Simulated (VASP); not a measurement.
# Be2S3 (P-4m2) in VASP: notebook

The runs below take Be2S3 through single point, relaxation of cell and atoms, with PBE.

Program: VASP 6.6.1. These are calculated values, not measurements. Logs are shortened: lines on timing, memory, paths and dates and some standing lists are left out, and cuts for length are marked.

**1. The cell of the first run**

The structure is tetragonal, space group P-4m2 (No. 115). The conventional cell has a = 3.551 Å, b = 3.551 Å, c = 6.643 Å, α = 90.00°, β = 90.00°, γ = 90.00°. Within 2.7 Å of Be (site symmetry 2mm) lie 4 S at 2.07 to 2.16 Å. S (site symmetry 2mm) has 1 S at 2.05 Å and 2 Be at 2.07 Å within 2.7 Å. Within 2.9 Å of S (site symmetry -4m2) lie 4 Be at 2.16 Å.

**2. Single point, PBE**

Input file INCAR:

```
SYSTEM = Be2S3
ALGO     = Normal         ! electronic algorithm
EDIFF    = 1E-6           ! SCF threshold, eV
ENCUT    = 520            ! plane-wave cutoff, eV
GGA      = PE             ! functional
ISIF     = 2              ! what is computed and relaxed
ISMEAR   = 0              ! smearing method
LASPH    = .TRUE.         ! aspherical terms in the spheres
LCHARG   = .FALSE.        ! write CHGCAR
LREAL    = .FALSE.        ! projectors in reciprocal space
LWAVE    = .FALSE.        ! write WAVECAR
NBANDS   = 19             ! bands
NELM     = 60             ! most SCF steps
PREC     = Accurate       ! precision mode
SIGMA    = 0.2            ! smearing width, eV
```

Input file KPOINTS:

```
k-points
0
G
  5 5 3
  0 0 0
```

Input file POSCAR:

```
Be2S3
1.0
    3.5506610756      0.0000000000      0.0000000000
    0.0000000000      3.5506610756      0.0000000000
    0.0000000000      0.0000000000      6.6432435108
Be S
2 3
Direct
    0.5000000000      0.0000000000      0.8144970054
    0.0000000000      0.5000000000      0.1855029946
    0.5000000000      0.5000000000      0.6540927553
    0.5000000000      0.5000000000      0.3459072447
    0.0000000000      0.0000000000      0.0000000000
```

Potentials or basis: VASP PAW PBE potentials, release 64 (Be, S).

Command:

```console
$ cat potpaw_PBE.64/Be/POTCAR potpaw_PBE.64/S/POTCAR > POTCAR
$ mpirun -np 1 vasp_std > vasp.out
```

OUTCAR:

```text
SYSTEM = Be2S3
   EDIFF = 1E-6
   ENCUT = 520
   GGA = PE
   ISIF = 2
   ISMEAR = 0
   LASPH = .TRUE.
   LREAL = .FALSE.
   NELM = 60
   PREC = Accurate

 ion  position               nearest neighbor table
   1  0.500  0.000  0.814-   3 2.07   3 2.07   5 2.16   5 2.16
   2  0.000  0.500  0.186-   4 2.07   4 2.07   5 2.16   5 2.16
   3  0.500  0.500  0.654-   4 2.05   1 2.07   1 2.07
   4  0.500  0.500  0.346-   3 2.05   2 2.07   2 2.07
   5  0.000  0.000  0.000-   1 2.16   2 2.16   2 2.16   1 2.16

  LATTYP: Found a simple tetragonal cell.
 ALAT       =     3.5506610756
 C/A-ratio  =     1.8709877877

  Lattice vectors:

 A1 = (   3.5506610756,   0.0000000000,   0.0000000000)
 A2 = (   0.0000000000,   3.5506610756,   0.0000000000)
 A3 = (   0.0000000000,   0.0000000000,   6.6432435108)

Analysis of symmetry for initial positions (statically):
=====================================================================
 Subroutine PRICEL returns:
 Original cell was already a primitive cell.

 Routine SETGRP: Setting up the symmetry group for a
 simple tetragonal supercell.

 Subroutine GETGRP returns: Found  8 space group operations
 (whereof  8 operations were pure point group operations)
 out of a pool of 16 trial point group operations.

The static configuration has the point symmetry D_2d.

Analysis of symmetry for dynamics (positions and initial velocities):
=====================================================================
 Subroutine PRICEL returns:
 Original cell was already a primitive cell.

 Routine SETGRP: Setting up the symmetry group for a
 simple tetragonal supercell.

 Subroutine GETGRP returns: Found  8 space group operations
 (whereof  8 operations were pure point group operations)
 out of a pool of 16 trial point group operations.

The dynamic configuration has the point symmetry D_2d.

 Subroutine INISYM returns: Found  8 space group operations
 (whereof  8 operations are pure point group operations),
 and found     1 'primitive' translations

----------------------------------------------------------------------------------------

                                     Primitive cell

  volume of cell :      83.7527
[... 79 lines left out ...]
   LASPH  =      T    aspherical Exc in radial PAW
   ENCUT  =  520.0 eV  38.22 Ry    6.18 a.u.   6.60  6.60 12.35*2*pi/ulx,y,z
   NELM   =     60;   NELMIN=  2; NELMDL= -5     # of ELM steps
   EDIFF  = 0.1E-05   stopping-criterion for ELM
   LREAL  =      F    real-space projection
   EDIFFG = 0.1E-04   stopping-criterion for IOM
   NSW    =      0    number of steps for IOM
   IBRION =     -1    ionic relax: 0-MD 1-quasi-New 2-CG
   NFREE  =      0    steps in history (QN), initial steepest desc. (CG)
   ISIF   =      2    stress and relaxation
   ISYM   =      2    0-nonsym 1-usesym 2-fastsym
   POTIM  = 0.5000    time-step for ionic-motion
   TEBEG  =    0.0;   TEEND  =   0.0 temperature during run
   PSTRESS=    0.0 pullay stress
   NELECT =      22.0000    total number of electrons
   NUPDOWN=      -1.0000    fix difference up-down
   EMIN   =  10.00;   EMAX   =-10.00  energy-range for DOS
   EFERMI =   0.00;   METHOD = LEGACY
   ISMEAR =     0;   SIGMA  =   0.20  broadening in eV -4-tet -1-fermi 0-gaus
   EFERMI_NEDOS =   21; number of points for ismear=-14 and -15
   IALGO  =     38    algorithm
   IMIX   =      4    mixing-type and parameters
     AMIX     =   0.40;   BMIX     =  1.00
     AMIX_MAG =   1.60;   BMIX_MAG =  1.00
  volume/ion in A,a.u.               =      16.75       113.04
  Fermi-wavevector in a.u.,A,eV,Ry     =   1.048454  1.981291 14.956293  1.099256
  Thomas-Fermi vector in A             =   2.183377
   LORBIT       =      0    0 simple, 1 ext, 2 COOP (PROOUT), +10 PAW based schemes
   GGA     = PE    functional components
   LHFCALC =     F    Hartree Fock is set to
   AEXX    =    0.0000 exact exchange contribution
   IVDW    =     0    specifies the selected vdW correction
   LEPSILON=     F    determine dielectric tensor
   LRPA    =     F    only Hartree local field effects (RPA)
 non-spin polarized calculation
 Gauss-broadening in eV      SIGMA  =   0.20
  energy-cutoff  :      520.00
  volume of cell :       83.75
 maximum number of plane-waves:      2289
 NGX is ok and might be reduce to    28
   NGX = 13   NGY = 13   NGZ = 25

 number of electron      21.9999996 magnetization

 Free energy of the ion-electron system (eV)
  ---------------------------------------------------
  ext. energy  EPLUGINS =         0.00000000
  ---------------------------------------------------
  free energy    TOTEN  =       -22.95074577 eV

  energy without entropy =      -22.95073883  energy(sigma->0) =      -22.95074230

 E-fermi :   4.6053     XC(G=0):  -9.2237

 val. band max:        4.0475892994   @ k =   0.0000   0.0000   0.3333
 cond. band min:       5.1764100560   @ k =   0.4000   0.4000   0.3333
 fundamental gap:      1.1288207566
 Fermi energy:         4.6053119507

 k-point     1 :       0.0000    0.0000    0.0000
  band No.  band energies     occupation
      1     -11.3552      2.00000
      2      -9.0681      2.00000
      3      -7.7413      2.00000
      4      -1.4718      2.00000
      5       0.3175      2.00000
      6       0.3175      2.00000
[... 241 lines left out ...]
      6      -1.2413      2.00000
[... 11 lines left out ...]
     18      13.6598      0.00000
     19      13.7621      0.00000

------------------------ aborting loop because EDIFF is reached ----------------------------------------

  FORCE on cell =-STRESS in cart. coord.  units (eV):
  Direction    XX          YY          ZZ          XY          YZ          ZX
  --------------------------------------------------------------------------------------
  -------------------------------------------------------------------------------------
  Total        0.0155200      0.0155200     -0.2141214      0.0000000      0.0000000      0.0000000
  in kB        0.2968957      0.2968957     -4.0961138      0.0000000      0.0000000      0.0000000
  external PRESSURE =      -1.1674408 kB  Pullay stress =       0.0000000 kB

 VOLUME and BASIS-vectors are now :
 -----------------------------------------------------------------------------
  energy-cutoff  :      520.00
  volume of cell :       83.75
      direct lattice vectors                 reciprocal lattice vectors
     3.550661076  0.000000000  0.000000000     0.281637695  0.000000000  0.000000000
     0.000000000  3.550661076  0.000000000     0.000000000  0.281637695  0.000000000
     0.000000000  0.000000000  6.643243511     0.000000000  0.000000000  0.150528879

 POSITION                                       TOTAL-FORCE (eV/Angst)
 -----------------------------------------------------------------------------------
      1.77533      0.00000      5.41090         0.000000      0.000000      0.002972
      0.00000      1.77533      1.23234        -0.000000      0.000000     -0.002972
      1.77533      1.77533      4.34530         0.000000     -0.000000     -0.098323
      1.77533      1.77533      2.29795         0.000000      0.000000      0.098323
      0.00000      0.00000      0.00000        -0.000000      0.000000     -0.000000
 -----------------------------------------------------------------------------------
    total drift:                               -0.000000      0.000000      0.000000

  FREE ENERGIE OF THE ION-ELECTRON SYSTEM (eV)
  ---------------------------------------------------
  free  energy   TOTEN  =       -22.9507457720 eV

  energy  without entropy=      -22.9507388342  energy(sigma->0) =      -22.95074230
```

OSZICAR:

```text
N       E                     dE             d eps       ncg     rms          rms(c)
DAV:   1     0.835344274353E+02    0.83534E+02   -0.93930E+03   456   0.978E+02
DAV:   2    -0.168744932599E+02   -0.10041E+03   -0.97138E+02   593   0.178E+02
DAV:   3    -0.233080826134E+02   -0.64336E+01   -0.63999E+01   594   0.480E+01
DAV:   4    -0.233886613863E+02   -0.80579E-01   -0.80478E-01   661   0.599E+00
DAV:   5    -0.233900330975E+02   -0.13717E-02   -0.13715E-02   609   0.769E-01    0.115E+01
DAV:   6    -0.230399304366E+02    0.35010E+00   -0.29621E-01   586   0.313E+00    0.762E+00
DAV:   7    -0.229557105789E+02    0.84220E-01   -0.47652E-01   601   0.369E+00    0.949E-01
DAV:   8    -0.229496386073E+02    0.60720E-02   -0.52602E-02   570   0.146E+00    0.546E-01
DAV:   9    -0.229502179955E+02   -0.57939E-03   -0.54207E-03   541   0.437E-01    0.186E-01
DAV:  10    -0.229505619643E+02   -0.34397E-03   -0.37196E-04   610   0.119E-01    0.694E-02
DAV:  11    -0.229507108837E+02   -0.14892E-03   -0.11115E-04   527   0.610E-02    0.158E-02
DAV:  12    -0.229507402681E+02   -0.29384E-04   -0.25638E-05   580   0.288E-02    0.155E-02
DAV:  13    -0.229507454024E+02   -0.51343E-05   -0.49181E-06   549   0.127E-02    0.921E-03
DAV:  14    -0.229507457720E+02   -0.36959E-06   -0.99097E-07   487   0.611E-03
   1 F= -.22950746E+02 E0= -.22950742E+02  d E =-.693774E-05
```

stdout:

```text
POSCAR found type information on POSCAR BeS
 POSCAR found :  2 types and       5 ions
 scaLAPACK will be used
 LDA part: xc-table for (Slater+PW92), standard interpolation
 POSCAR, INCAR and KPOINTS ok, starting setup
 FFT: planning ... GRIDC
 FFT: planning ... GRID_SOFT
 FFT: planning ... GRID
 WAVECAR not read
 entering main loop
```

Run time: 20 s. Hardware: 1 thread of Intel Xeon Platinum 8259CL at 2.50GHz (Skylake/Cascade Lake), shared host; peak memory 0.18 GiB.

What came out:

| Item | Value |
| --- | --- |
| Free energy | -22.9507 eV |
| Pressure | -0.1 GPa |
| Largest force | 0.098 eV/Å |
| Band gap on the k mesh | 1.13 eV (least direct gap 1.30 eV) |

Forces on the atoms (eV/Å):
```
Be   0.000  0.000  0.003
Be   0.000  0.000 -0.003
S    0.000  0.000 -0.098
S    0.000  0.000  0.098
S    0.000  0.000  0.000
```

Stress tensor (GPa, compression positive):
```
 0.03  0.00  0.00
 0.00  0.03  0.00
 0.00  0.00 -0.41
```

Levels at points of the mesh, in eV from the valence-band top:
```tsv
k point	band 9	band 10	band 11	band 12	band 13	band 14
(0.00, 0.00, 0.00)	-1.88	-0.68	-0.68	2.10	2.62	4.16
```

A k mesh can miss the band edges.

**3. Relaxation of cell and atoms, PBE**

This run uses another cell than the first one, of 16.33 Å³/atom.

Input file INCAR:

```
PREC = Accurate ; ENCUT = 600
EDIFF = 1E-7 ; ISMEAR = 0
SIGMA = 0.2 ; LREAL = F
LASPH = T ; NELM = 60
ALGO = Normal ; ISIF = 3
LWAVE = F ; LCHARG = F
GGA = PE ; IBRION = 2
NSW = 36 ; EDIFFG = -0.08
```

Input file KPOINTS:

```
regular mesh
0
Gamma
  5 5 3
```

Input file POSCAR:

```
Be2S3
1.0
    3.4400000000      0.0000000000      0.0000000000
    0.0000000000      3.4400000000      0.0000000000
    0.0000000000      0.0000000000      6.9000000000
Be S
2 3
Direct
    0.5000000000      0.0000000000      0.8250000000
    0.0000000000      0.5000000000      0.1750000000
    0.5000000000      0.5000000000      0.6500000000
    0.5000000000      0.5000000000      0.3500000000
    0.0000000000      0.0000000000      0.0000000000
```

Potentials or basis: VASP PAW PBE potentials, release 64 (Be, S).

Command:

```console
$ cat potpaw_PBE.64/Be/POTCAR potpaw_PBE.64/S/POTCAR > POTCAR
$ mpirun -np 1 vasp_std > vasp.out
```

OUTCAR:

```text
PREC = Accurate
   ENCUT = 600
   EDIFF = 1E-7
   ISMEAR = 0
   LREAL = F
   LASPH = T
   NELM = 60
   ISIF = 3
   GGA = PE
   IBRION = 2
   NSW = 36
   EDIFFG = -0.08

 ion  position               nearest neighbor table
   1  0.500  0.000  0.825-   5 2.10   5 2.10   3 2.10   3 2.10
   2  0.000  0.500  0.175-   5 2.10   5 2.10   4 2.10   4 2.10
   3  0.500  0.500  0.650-   4 2.07   1 2.10   1 2.10
   4  0.500  0.500  0.350-   3 2.07   2 2.10   2 2.10
   5  0.000  0.000  0.000-   1 2.10   2 2.10   2 2.10   1 2.10

  LATTYP: Found a simple tetragonal cell.
 ALAT       =     3.4400000000
 C/A-ratio  =     2.0058139535

  Lattice vectors:

 A1 = (   3.4400000000,   0.0000000000,   0.0000000000)
 A2 = (   0.0000000000,   3.4400000000,   0.0000000000)
 A3 = (   0.0000000000,   0.0000000000,   6.9000000000)

Analysis of symmetry for initial positions (statically):
=====================================================================
 Subroutine PRICEL returns:
 Original cell was already a primitive cell.

 Routine SETGRP: Setting up the symmetry group for a
 simple tetragonal supercell.

 Subroutine GETGRP returns: Found  8 space group operations
 (whereof  8 operations were pure point group operations)
 out of a pool of 16 trial point group operations.

The static configuration has the point symmetry D_2d.

Analysis of symmetry for dynamics (positions and initial velocities):
=====================================================================
 Subroutine PRICEL returns:
 Original cell was already a primitive cell.

 Routine SETGRP: Setting up the symmetry group for a
 simple tetragonal supercell.

 Subroutine GETGRP returns: Found  8 space group operations
 (whereof  8 operations were pure point group operations)
 out of a pool of 16 trial point group operations.

The dynamic configuration has the point symmetry D_2d.

 Subroutine INISYM returns: Found  8 space group operations
[... 102 lines left out ...]
   NUPDOWN=      -1.0000    fix difference up-down
   EMIN   =  10.00;   EMAX   =-10.00  energy-range for DOS
   EFERMI =   0.00;   METHOD = LEGACY
   ISMEAR =     0;   SIGMA  =   0.20  broadening in eV -4-tet -1-fermi 0-gaus
   EFERMI_NEDOS =   21; number of points for ismear=-14 and -15
   IALGO  =     38    algorithm
   IMIX   =      4    mixing-type and parameters
     AMIX     =   0.40;   BMIX     =  1.00
     AMIX_MAG =   1.60;   BMIX_MAG =  1.00
  volume/ion in A,a.u.               =      16.33       110.20
  Fermi-wavevector in a.u.,A,eV,Ry     =   1.057370  1.998140 15.211745  1.118032
  Thomas-Fermi vector in A             =   2.192640
   LORBIT       =      0    0 simple, 1 ext, 2 COOP (PROOUT), +10 PAW based schemes
   GGA     = PE    functional components
   LHFCALC =     F    Hartree Fock is set to
   AEXX    =    0.0000 exact exchange contribution
   IVDW    =     0    specifies the selected vdW correction
   LEPSILON=     F    determine dielectric tensor
   LRPA    =     F    only Hartree local field effects (RPA)
 conjugate gradient relaxation of ions
 non-spin polarized calculation
 Gauss-broadening in eV      SIGMA  =   0.20
  energy-cutoff  :      600.00
  volume of cell :       81.65
 maximum number of plane-waves:      2746
 NGX is ok and might be reduce to    28
   NGX = 13   NGY = 13   NGZ = 27

--------------------------------------- Ionic step        1  -------------------------------------------

 number of electron      22.0000003 magnetization

 Free energy of the ion-electron system (eV)
  ---------------------------------------------------
  ext. energy  EPLUGINS =         0.00000000
  ---------------------------------------------------
  free energy    TOTEN  =       -22.76115350 eV

  energy without entropy =      -22.75471819  energy(sigma->0) =      -22.75793585

------------------------ aborting loop because EDIFF is reached ----------------------------------------

  FORCE on cell =-STRESS in cart. coord.  units (eV):
  Direction    XX          YY          ZZ          XY          YZ          ZX
  --------------------------------------------------------------------------------------
  -------------------------------------------------------------------------------------
  Total        1.9186164      1.9186164     -3.0356634      0.0000000      0.0000000     -0.0000000
  in kB       37.6472072     37.6472072    -59.5659701      0.0000000      0.0000000     -0.0000000
  external PRESSURE =       5.2428148 kB  Pullay stress =       0.0000000 kB
[... 143 lines left out ...]
--------------------------------------- Ionic step        5  -------------------------------------------

 number of electron      21.9999995 magnetization

 Free energy of the ion-electron system (eV)
  ---------------------------------------------------
  ext. energy  EPLUGINS =         0.00000000
  ---------------------------------------------------
  free energy    TOTEN  =       -22.95088572 eV

  energy without entropy =      -22.95087999  energy(sigma->0) =      -22.95088285

 E-fermi :   4.6595     XC(G=0):  -9.2428

 val. band max:        4.0945701067   @ k =   0.0000   0.0000   0.3333
 cond. band min:       5.2372446349   @ k =   0.4000   0.4000   0.3333
 fundamental gap:      1.1426745282
 Fermi energy:         4.6594526538

 k-point     1 :       0.0000    0.0000    0.0000
  band No.  band energies     occupation
      1     -11.3582      2.00000
      2      -9.0389      2.00000
      3      -7.7163      2.00000
      4      -1.4566      2.00000
      5       0.3600      2.00000
      6       0.3600      2.00000
      7       0.7769      2.00000
      8       2.2204      2.00000
      9       2.2204      2.00000
     10       3.4035      2.00000
     11       3.4035      2.00000
     12       6.1904      0.00000
     13       6.7304      0.00000
     14       8.2823      0.00000
[... 229 lines left out ...]
  FREE ENERGIE OF THE ION-ELECTRON SYSTEM (eV)
  ---------------------------------------------------
  free  energy   TOTEN  =       -22.9508857157 eV

  energy  without entropy=      -22.9508799910  energy(sigma->0) =      -22.95088285

 reached required accuracy - stopping structural energy minimisation
```

OSZICAR:

```text
N       E                     dE             d eps       ncg     rms          rms(c)
DAV:   1     0.108789729429E+03    0.10879E+03   -0.10530E+04   360   0.140E+03
DAV:   2    -0.140073943120E+02   -0.12280E+03   -0.12015E+03   481   0.225E+02
DAV:   3    -0.230775008744E+02   -0.90701E+01   -0.89576E+01   500   0.717E+01
[... 52 lines left out ...]
DAV:   5    -0.229508856285E+02    0.23347E-05   -0.37636E-05   479   0.431E-02    0.630E-02
DAV:   6    -0.229508867269E+02   -0.10984E-05   -0.40467E-05   465   0.416E-02    0.123E-02
DAV:   7    -0.229508854412E+02    0.12857E-05   -0.23680E-06   472   0.108E-02    0.777E-03
DAV:   8    -0.229508857919E+02   -0.35073E-06   -0.22360E-07   420   0.350E-03    0.163E-03
DAV:   9    -0.229508857157E+02    0.76181E-07   -0.22850E-08   327   0.119E-03
   5 F= -.22950886E+02 E0= -.22950883E+02  d E =-.177510E-01
```

Run time: 66 s. Hardware: 1 thread of Intel Xeon Platinum 8259CL at 2.50GHz (Skylake/Cascade Lake), shared host; peak memory 0.2 GiB.

What came out:

```yaml
Free_energy: -22.9509 eV
Relaxed_volume: 16.68 Å³/atom
Relaxed_cell: a = 3.542 Å, b = 3.542 Å, c = 6.648 Å, α = 90.00°, β = 90.00°, γ = 90.00°
Space_group_after_relaxing_to_0.1_Å: P-4m2 (No. 115)
Energy_gained_by_relaxing: 37.9 meV/atom
Ionic_steps: 5
Pressure_after_relaxing: 0.2 GPa
Largest_force_after_relaxing: 0.037 eV/Å
Band_gap_on_the_k_mesh: 1.14 eV (least direct gap 1.32 eV)
```

Forces on the atoms (eV/Å):
```
Be   0.000  0.000  0.037
Be   0.000  0.000 -0.037
S    0.000  0.000 -0.035
S    0.000  0.000  0.035
S    0.000  0.000  0.000
```

Stress tensor (GPa, compression positive):
```
 0.40  0.00  0.00
 0.00  0.40  0.00
 0.00  0.00 -0.06
```

The path:
```tsv
step	energy change (eV)	largest force (eV/Å)	pressure (GPa)	volume (Å³)
1	0.0000	1.0180	0.52	81.65
2	-0.1623	0.5095	1.15	82.22
3	-0.1720	0.7133	1.47	82.38
4	-0.1703	0.7098	-0.90	84.50
5	-0.1897	0.0366	0.25	83.38
```

Final structure:
```
Be S
1.0
     3.54151    0.00000    0.00000
     0.00000    3.54151    0.00000
     0.00000    0.00000    6.64811
Be S
2 3
Direct
  0.50000 0.00000 0.81393
  0.00000 0.50000 0.18607
  0.50000 0.50000 0.65357
  0.50000 0.50000 0.34643
  0.00000 0.00000 0.00000
```

Levels at points of the mesh, in eV from the valence-band top:
```
           k point  band 9  band 10  band 11  band 12  band 13  band 14
(0.00, 0.00, 0.00)   -1.87    -0.69    -0.69     2.10     2.64     4.19
```

Caveat: the relaxation stopped at a loose force limit of 0.08 eV/Å, so its end isn't a converged minimum.

(Continued in part 2 of 2.)
